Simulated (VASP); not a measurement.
# W: single point with PBEsol

The system is W.

```
W
1.0
     3.15610    0.00000    0.00000
     0.00000    3.15610    0.00000
     0.00000    0.00000    3.15610
W
2
Direct
  0.00000 0.00000 0.00000
  0.50000 0.50000 0.50000
```

```json
{
 "Program": "VASP 6.6.1",
 "Task": "single point",
 "Functional": "PBEsol",
 "Potentials or basis": "VASP PAW PBE potentials, release 64 (W_sv)",
 "Cutoff": "500 eV",
 "k mesh": "7 × 7 × 7",
 "Occupations": "fermi-dirac, width 0.1 eV",
 "Spin": "no spin polarisation",
 "Dipole correction": "no",
 "Further INCAR settings": "ALGO = Normal; EDIFF = 1e-06; NBANDS = 21"
}
```

The pressure is 0.6 GPa. The band gap on the k mesh is zero (bands 14 and 15 overlap by 0.33 eV).

Levels at points of the mesh, in eV from the Fermi level:
| k point | band 11 | band 12 | band 13 | band 14 | band 15 | band 16 | band 17 | band 18 |
| --- | --- | --- | --- | --- | --- | --- | --- | --- |
| (0.00, 0.00, 0.00) | -5.95 | -1.28 | -1.28 | -1.28 | 2.22 | 2.22 | 5.20 | 5.20 |

Run time: 8.9 s on 1 thread of Intel(R) Xeon(R) Platinum 8488C (Sapphire Rapids), with other jobs on the host, peak memory 0.14 GiB.

Caveat: the PAW data sets were made with another functional, which shifts forces and pressure a little; spin-orbit coupling is left out, which moves the levels of the heavy elements.
